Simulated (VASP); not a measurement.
A run of VASP 6.6.1:

Contents of POSCAR:

```
KBr
1.0
    0.0000000000      3.2778516817      3.2778516817
    3.2778516817      0.0000000000      3.2778516817
    3.2778516817      3.2778516817      0.0000000000
Br K
1 1
Direct
    0.5000000000      0.5000000000      0.5000000000
    0.0000000000      0.0000000000      0.0000000000
```

Contents of INCAR.step1:

```
PREC = Accurate
ENCUT = 520
ISMEAR = -1
SIGMA = 0.05
LREAL = F
LASPH = T
NELM = 60
NBANDS = 15
GGA = PE
ALGO = Normal
EDIFF = 1E-4
LWAVE = T
LCHARG = F
```

Contents of INCAR.step2:

```
PREC = Accurate
ENCUT = 520
EDIFF = 1E-6
ISMEAR = -1
SIGMA = 0.05
LREAL = F
LASPH = T
NELM = 60
ALGO = Normal
ISIF = 2
LWAVE = F
LCHARG = T
METAGGA = R2SCAN
LMIXTAU = T
IVDW = 12
VDW_S6 = 1.0
VDW_S8 = 0.78981345
VDW_A1 = 0.49484001
VDW_A2 = 5.73083694
LELF = T
LVHAR = T
NBANDS = 15
ISTART = 1
```

Contents of KPOINTS:

```
regular mesh
0
Gamma
  7 7 7
```

Potentials or basis: VASP PAW PBE potentials, release 64 (Br, K_sv).

The run is started by

```console
$ cat potpaw_PBE.64/Br/POTCAR potpaw_PBE.64/K_sv/POTCAR > POTCAR
$ cp INCAR.step1 INCAR
$ mpirun -np 1 vasp_std > vasp.out
$ cp INCAR.step2 INCAR
$ mpirun -np 1 vasp_std > vasp.out
```

Hardware: 1 thread of Intel(R) Xeon(R) 6975P-C (Granite Rapids), on a shared host.

Q: Estimate the wall time of this run.

A: Run time: 47 s on 1 thread of Intel(R) Xeon(R) 6975P-C (Granite Rapids), with other jobs on the host, peak memory 0.22 GiB. Counts: k points 20.
